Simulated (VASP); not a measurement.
# HfO2 (Fm-3m) in VASP: notebook

HfO2 is run at these levels: LDA; tasks: single point, relaxation of cell and atoms.

Everything below comes from runs of VASP 6.6.1. Logs are shortened: lines on timing, memory, paths and dates and some standing lists are left out, and cuts for length are marked.

### 1 The cell of the first run

It takes space group Fm-3m (No. 225, cubic). Conventional cell: a = 5.001 Å, b = 5.001 Å, c = 5.001 Å, α = 90.00°, β = 90.00°, γ = 90.00°. Within 2.9 Å of Hf (site symmetry m-3m) lie 8 O at 2.17 Å. O (site symmetry -43m) has 4 Hf at 2.17 Å and 6 O at 2.50 Å within 2.9 Å.

### 2 Single point, LDA

Contents of INCAR:

```
PREC     = Accurate       # precision mode
ENCUT    = 600            # plane-wave cutoff, eV
EDIFF    = 1E-6           # SCF threshold, eV
ISMEAR   = 0              # smearing method
SIGMA    = 0.1            # smearing width, eV
LREAL    = False          # projectors in reciprocal space
LASPH    = True           # aspherical terms in the spheres
NELM     = 120            # most SCF steps
ALGO     = Normal         # electronic algorithm
ISIF     = 2              # what is computed and relaxed
LWAVE    = False          # write WAVECAR
LCHARG   = False          # write CHGCAR
GGA      = CA             # functional
NBANDS   = 18             # bands
GGA_COMPAT= False
```

Contents of KPOINTS:

```
Automatic mesh
0
Gamma
  6 6 6
```

Contents of POSCAR:

```
HfO2
1.0
    0.0000000000      2.5005395279      2.5005395279
    2.5005395279      0.0000000000      2.5005395279
    2.5005395279      2.5005395279      0.0000000000
Hf O
1 2
Direct
    0.0000000000      0.0000000000      0.0000000000
    0.2500000000      0.2500000000      0.2500000000
    0.7500000000      0.7500000000      0.7500000000
```

Potentials or basis: VASP PAW LDA potentials, release 64 (Hf_pv, O).

Command:

```console
cat potpaw_LDA.64/Hf_pv/POTCAR potpaw_LDA.64/O/POTCAR > POTCAR
mpirun -np 1 vasp_std > vasp.out
```

OUTCAR:

```text
PREC = Accurate
   ENCUT = 600
   EDIFF = 1E-6
   ISMEAR = 0
   LREAL = False
   LASPH = True
   NELM = 120
   ISIF = 2
   GGA = CA

 ion  position               nearest neighbor table
   1  0.000  0.000  0.000-   3 2.17   3 2.17   3 2.17   2 2.17   3 2.17   2 2.17   2 2.17   2 2.17

   2  0.250  0.250  0.250-   1 2.17   1 2.17   1 2.17   1 2.17
   3  0.750  0.750  0.750-   1 2.17   1 2.17   1 2.17   1 2.17

  LATTYP: Found a face centered cubic cell.
 ALAT       =     5.0010790558

  Lattice vectors:

 A1 = (   0.0000000000,   2.5005395279,   2.5005395279)
 A2 = (   2.5005395279,   0.0000000000,   2.5005395279)
 A3 = (   2.5005395279,   2.5005395279,   0.0000000000)

Analysis of symmetry for initial positions (statically):
=====================================================================
 Subroutine PRICEL returns:
 Original cell was already a primitive cell.

 Routine SETGRP: Setting up the symmetry group for a
 face centered cubic supercell.

 Subroutine GETGRP returns: Found 48 space group operations
 (whereof 48 operations were pure point group operations)
 out of a pool of 48 trial point group operations.

The static configuration has the point symmetry O_h .

Analysis of symmetry for dynamics (positions and initial velocities):
=====================================================================
 Subroutine PRICEL returns:
 Original cell was already a primitive cell.

 Routine SETGRP: Setting up the symmetry group for a
 face centered cubic supercell.

 Subroutine GETGRP returns: Found 48 space group operations
 (whereof 48 operations were pure point group operations)
 out of a pool of 48 trial point group operations.

The dynamic configuration has the point symmetry O_h .

 Subroutine INISYM returns: Found 48 space group operations
 (whereof 48 operations are pure point group operations),
 and found     1 'primitive' translations

----------------------------------------------------------------------------------------

                                     Primitive cell

  volume of cell :      31.2702

  direct lattice vectors                    reciprocal lattice vectors
     0.000000000  2.500539528  2.500539528    -0.199956847  0.199956847  0.199956847
     2.500539528  0.000000000  2.500539528     0.199956847 -0.199956847  0.199956847
     2.500539528  2.500539528  0.000000000     0.199956847  0.199956847 -0.199956847

  length of vectors
     3.536296914  3.536296914  3.536296914     0.346335418  0.346335418  0.346335418

  position of ions in fractional coordinates (direct lattice)
     0.000000000  0.000000000  0.000000000
     0.250000000  0.250000000  0.250000000
     0.750000000  0.750000000  0.750000000

  ion indices of the primitive-cell ions
   primitive index   ion index
                 1           1
                 2           2
                 3           3

----------------------------------------------------------------------------------------

 KPOINTS: Automatic mesh

Automatic generation of k-mesh.
 Grid dimensions read from file:
 generate k-points for:    6    6    6

 Generating k-lattice:

  Cartesian coordinates                     Fractional coordinates (reciprocal lattice)
    -0.033326141  0.033326141  0.033326141     0.166666667  0.000000000  0.000000000
     0.033326141 -0.033326141  0.033326141     0.000000000  0.166666667  0.000000000
     0.033326141  0.033326141 -0.033326141     0.000000000  0.000000000  0.166666667

  Length of vectors
     0.057722570  0.057722570  0.057722570

  Shift w.r.t. Gamma in fractional coordinates (k-lattice)
     0.000000000  0.000000000  0.000000000

 Subroutine IBZKPT returns following result:
 ===========================================

 Found     16 irreducible k-points:

 Following reciprocal coordinates:
            Coordinates               Weight
  0.000000  0.000000  0.000000      1.000000
  0.166667  0.000000  0.000000      8.000000
  0.333333  0.000000  0.000000      8.000000
  0.500000  0.000000  0.000000      4.000000
  0.166667  0.166667  0.000000      6.000000
  0.333333  0.166667  0.000000     24.000000
[... 8 lines left out ...]
 -0.333333  0.333333  0.166667     24.000000
 -0.333333  0.500000  0.166667     12.000000
   k-points           NKPTS =     16   k-points in BZ     NKDIM =     16   number of bands    NBANDS=     18
   number of dos      NEDOS =    301   number of ions     NIONS =      3
   total plane-waves  NPLWV =  21952
   dimension x,y,z NGX =    28 NGY =   28 NGZ =   28
   dimension x,y,z NGXF=    56 NGYF=   56 NGZF=   56
   ions per type =               1   2
   NGX,Y,Z   is equivalent  to a cutoff of  13.16, 13.16, 13.16 a.u.
   NGXF,Y,Z  is equivalent  to a cutoff of  26.33, 26.33, 26.33 a.u.
 SYSTEM =  unknown system
   PREC   = accura    normal or accurate (medium, high low for compatibility)
   ISTART =      0    job   : 0-new  1-cont  2-samecut
   ICHARG =      2    charge: 1-file 2-atom 10-const
   ISPIN  =      1    spin polarized calculation?
   LNONCOLLINEAR =      F non collinear calculations
   LSORBIT =      F    spin-orbit coupling
   LASPH  =      T    aspherical Exc in radial PAW
   ENCUT  =  600.0 eV  44.10 Ry    6.64 a.u.   7.06  7.06  7.06*2*pi/ulx,y,z
   NELM   =    120;   NELMIN=  2; NELMDL= -5     # of ELM steps
   EDIFF  = 0.1E-05   stopping-criterion for ELM
   LREAL  =      F    real-space projection
   EDIFFG = 0.1E-04   stopping-criterion for IOM
   NSW    =      0    number of steps for IOM
   IBRION =     -1    ionic relax: 0-MD 1-quasi-New 2-CG
   NFREE  =      0    steps in history (QN), initial steepest desc. (CG)
   ISIF   =      2    stress and relaxation
   ISYM   =      2    0-nonsym 1-usesym 2-fastsym
   POTIM  = 0.5000    time-step for ionic-motion
   TEBEG  =    0.0;   TEEND  =   0.0 temperature during run
   PSTRESS=    0.0 pullay stress
   NELECT =      22.0000    total number of electrons
   NUPDOWN=      -1.0000    fix difference up-down
   EMIN   =  10.00;   EMAX   =-10.00  energy-range for DOS
   EFERMI =   0.00;   METHOD = LEGACY
   ISMEAR =     0;   SIGMA  =   0.10  broadening in eV -4-tet -1-fermi 0-gaus
   EFERMI_NEDOS =   21; number of points for ismear=-14 and -15
   IALGO  =     38    algorithm
   IMIX   =      4    mixing-type and parameters
     AMIX     =   0.40;   BMIX     =  1.00
     AMIX_MAG =   1.60;   BMIX_MAG =  1.00
  volume/ion in A,a.u.               =      10.42        70.34
  Fermi-wavevector in a.u.,A,eV,Ry     =   1.456036  2.751508 28.844892  2.120040
  Thomas-Fermi vector in A             =   2.573001
   LORBIT       =      0    0 simple, 1 ext, 2 COOP (PROOUT), +10 PAW based schemes
   GGA     = CA    functional components
   LHFCALC =     F    Hartree Fock is set to
   AEXX    =    0.0000 exact exchange contribution
   IVDW    =     0    specifies the selected vdW correction
   LEPSILON=     F    determine dielectric tensor
   LRPA    =     F    only Hartree local field effects (RPA)
 non-spin polarized calculation
 Gauss-broadening in eV      SIGMA  =   0.10
  energy-cutoff  :      600.00
  volume of cell :       31.27
 maximum number of plane-waves:      1056
   NGX = 15   NGY = 15   NGZ = 15

 number of electron      22.0000000 magnetization

 Free energy of the ion-electron system (eV)
  ---------------------------------------------------
  ext. energy  EPLUGINS =         0.00000000
  ---------------------------------------------------
  free energy    TOTEN  =       -33.07399291 eV

  energy without entropy =      -33.07399291  energy(sigma->0) =      -33.07399291

 E-fermi :   4.8916     XC(G=0): -12.5283

 val. band max:        4.4174200583   @ k =   0.5000   0.5000   0.0000
 cond. band min:       8.1208252752   @ k =   0.5000   0.5000   0.0000
 fundamental gap:      3.7034052169
 Fermi energy:         4.8916214977

 k-point     1 :       0.0000    0.0000    0.0000
  band No.  band energies     occupation
      1     -24.8937      2.00000
      2     -24.8937      2.00000
      3     -24.8937      2.00000
      4     -14.3184      2.00000
      5     -10.9439      2.00000
      6      -1.2489      2.00000
[... 10 lines left out ...]
     17      15.3090      0.00000
     18      17.2741      0.00000

 k-point     2 :       0.1667    0.0000    0.0000
  band No.  band energies     occupation
      1     -25.0384      2.00000
      2     -24.9094      2.00000
      3     -24.9094      2.00000
      4     -13.9126      2.00000
      5     -11.2700      2.00000
      6      -0.9741      2.00000
[... 10 lines left out ...]
     17      14.8319      0.00000
     18      17.2520      0.00000

 k-point     3 :       0.3333    0.0000    0.0000
  band No.  band energies     occupation
      1     -25.3080      2.00000
      2     -24.9404      2.00000
      3     -24.9404      2.00000
      4     -13.1864      2.00000
      5     -11.6801      2.00000
      6      -0.4248      2.00000
[... 10 lines left out ...]
     17      14.2705      0.00000
     18      16.8606      0.00000

 k-point     4 :       0.5000    0.0000    0.0000
  band No.  band energies     occupation
      1     -25.4342      2.00000
      2     -24.9559      2.00000
      3     -24.9559      2.00000
      4     -12.9821      2.00000
      5     -11.6527      2.00000
      6      -0.1765      2.00000
[... 207 lines left out ...]
      4     -12.4717      2.00000
      5     -12.0647      2.00000
      6      -0.8389      2.00000
[... 10 lines left out ...]
     17      15.5292      0.00000
     18      17.2429      0.00000

 k-point    15 :      -0.3333    0.3333    0.1667
  band No.  band energies     occupation
      1     -25.3164      2.00000
      2     -25.1873      2.00000
      3     -25.0155      2.00000
      4     -12.3317      2.00000
      5     -11.9965      2.00000
      6      -0.8232      2.00000
[... 10 lines left out ...]
     17      16.2948      0.00000
     18      17.2367      0.00000

 k-point    16 :      -0.3333    0.5000    0.1667
  band No.  band energies     occupation
      1     -25.3634      2.00000
      2     -25.1561      2.00000
      3     -25.0505      2.00000
      4     -12.2580      2.00000
      5     -11.9596      2.00000
      6      -1.7734      2.00000
[... 10 lines left out ...]
     17      17.2417      0.00000
     18      17.6150      0.00000

------------------------ aborting loop because EDIFF is reached ----------------------------------------

  FORCE on cell =-STRESS in cart. coord.  units (eV):
  Direction    XX          YY          ZZ          XY          YZ          ZX
  --------------------------------------------------------------------------------------
  -------------------------------------------------------------------------------------
  Total       -0.6881504     -0.6881504     -0.6881504      0.0000000      0.0000000      0.0000000
  in kB      -35.2584165    -35.2584165    -35.2584165      0.0000000      0.0000000      0.0000000
  external PRESSURE =     -35.2584165 kB  Pullay stress =       0.0000000 kB

 VOLUME and BASIS-vectors are now :
 -----------------------------------------------------------------------------
  energy-cutoff  :      600.00
  volume of cell :       31.27
      direct lattice vectors                 reciprocal lattice vectors
     0.000000000  2.500539528  2.500539528    -0.199956847  0.199956847  0.199956847
     2.500539528  0.000000000  2.500539528     0.199956847 -0.199956847  0.199956847
     2.500539528  2.500539528  0.000000000     0.199956847  0.199956847 -0.199956847

 POSITION                                       TOTAL-FORCE (eV/Angst)
 -----------------------------------------------------------------------------------
      0.00000      0.00000      0.00000         0.000000      0.000000      0.000000
      1.25027      1.25027      1.25027        -0.000000     -0.000000      0.000000
      3.75081      3.75081      3.75081         0.000000      0.000000     -0.000000
 -----------------------------------------------------------------------------------
    total drift:                                0.000000      0.000000      0.000000

  FREE ENERGIE OF THE ION-ELECTRON SYSTEM (eV)
  ---------------------------------------------------
  free  energy   TOTEN  =       -33.0739929137 eV

  energy  without entropy=      -33.0739929137  energy(sigma->0) =      -33.07399291
```

It took 9.1 s on 1 thread of Intel Xeon Platinum 8375C at 2.90GHz (Ice Lake), shared host; peak memory 0.15 GiB.

Results:

```yaml
Free_energy: -33.0740 eV
Pressure: -3.5 GPa
Band_gap_on_the_k_mesh: 3.70 eV
```

Caveat: the cell stands under tension; spin-orbit coupling is left out, which moves the levels of the heavy elements.

### 3 Single point, LDA

This run uses another cell than the first one, of 11.15 Å³/atom.

Contents of INCAR:

```
PREC = Accurate
ENCUT = 600
EDIFF = 1E-6
ISMEAR = 0
SIGMA = 0.1
LREAL = F
LASPH = T
NELM = 120
ALGO = Normal
ISIF = 2
LWAVE = F
LCHARG = F
GGA = CA
NBANDS = 18
GGA_COMPAT = F
```

KPOINTS is that of step 2.

Contents of POSCAR:

```
HfO2
1.0
    0.0000000000      2.5575000000      2.5575000000
    2.5575000000      0.0000000000      2.5575000000
    2.5575000000      2.5575000000      0.0000000000
Hf O
1 2
Direct
    0.0000000000      0.0000000000      0.0000000000
    0.2500000000      0.2500000000      0.2500000000
    0.7500000000      0.7500000000      0.7500000000
```

Potentials or basis: VASP PAW LDA potentials, release 64 (Hf_pv, O).

Command:

```console
cat potpaw_LDA.64/Hf_pv/POTCAR potpaw_LDA.64/O/POTCAR > POTCAR
mpirun -np 1 vasp_std > vasp.out
```

It took 12 s on 1 thread of Intel Xeon Platinum 8375C at 2.90GHz (Ice Lake), shared host; peak memory 0.15 GiB.

Results (log left out):

```
Free energy            : -32.9162 eV
Pressure               : -19.6 GPa
Band gap on the k mesh : 3.53 eV
```

Levels at points of the mesh, in eV from the valence-band top:
| k point | band 9 | band 10 | band 11 | band 12 | band 13 | band 14 |
| --- | --- | --- | --- | --- | --- | --- |
| (0.00, 0.00, 0.00) | -0.60 | -0.60 | -0.60 | 3.62 | 3.62 | 5.48 |
| (0.50, 0.00, 0.00) | -2.70 | -1.81 | -1.81 | 4.33 | 4.33 | 6.69 |
| (0.50, 0.50, 0.00) | -1.51 | -1.51 | 0.00 | 3.53 | 5.19 | 6.35 |

Caveat: the cell stands under tension; spin-orbit coupling is left out, which moves the levels of the heavy elements.

### 4 Single point, LDA

Contents of INCAR:

```
PREC = Accurate ; ENCUT = 600
EDIFF = 1E-6 ; ISMEAR = 0
SIGMA = 0.02 ; LREAL = F
LASPH = T ; NELM = 120
ALGO = Normal ; ISIF = 2
LWAVE = F ; LCHARG = F
NBANDS = 18 ; GGA_COMPAT = F
```

Contents of KPOINTS:

```
Automatic mesh
0
Gamma
  8 8 8
```

Contents of POSCAR:

```
HfO2
1.0
    0.0000000000      2.5005395279      2.5005395279
    2.5005395279      0.0000000000      2.5005395279
    2.5005395279      2.5005395279      0.0000000000
Hf O
1 2
Direct
    0.0000000000      0.0000000000      0.0000000000
    0.2500000000      0.2500000000      0.2500000000
    0.7500000000      0.7500000000      0.7500000000
```

Command:

```console
cat potpaw_LDA.64/Hf_pv/POTCAR potpaw_LDA.64/O/POTCAR > POTCAR
mpirun -np 1 vasp_std > vasp.out
```

It took 14 s on 1 thread of Intel Xeon Platinum 8375C at 2.90GHz (Ice Lake), shared host; peak memory 0.15 GiB.

The run converged. Its results:

| Property | Result |
| --- | --- |
| Free energy | -33.0741 eV |
| Pressure | -3.5 GPa |
| Band gap on the k mesh | 3.70 eV |

Levels at points of the mesh, in eV from the valence-band top:
| k point | band 7 | band 8 | band 9 | band 10 | band 11 | band 12 | band 13 | band 14 | band 15 | band 16 |
| --- | --- | --- | --- | --- | --- | --- | --- | --- | --- | --- |
| (0.00, 0.00, 0.00) | -5.67 | -5.67 | -0.63 | -0.63 | -0.63 | 3.78 | 3.78 | 6.02 | 10.89 | 10.89 |
| (0.50, 0.00, 0.00) | -4.59 | -3.13 | -2.85 | -1.89 | -1.89 | 4.58 | 4.58 | 7.33 | 8.93 | 9.76 |
| (0.50, 0.50, 0.00) | -3.57 | -3.57 | -1.62 | -1.62 | 0.00 | 3.70 | 5.55 | 6.98 | 8.45 | 8.45 |

Caveat: the cell stands under tension; spin-orbit coupling is left out, which moves the levels of the heavy elements. A k mesh can miss the band edges.

[end of part 1 of 2]
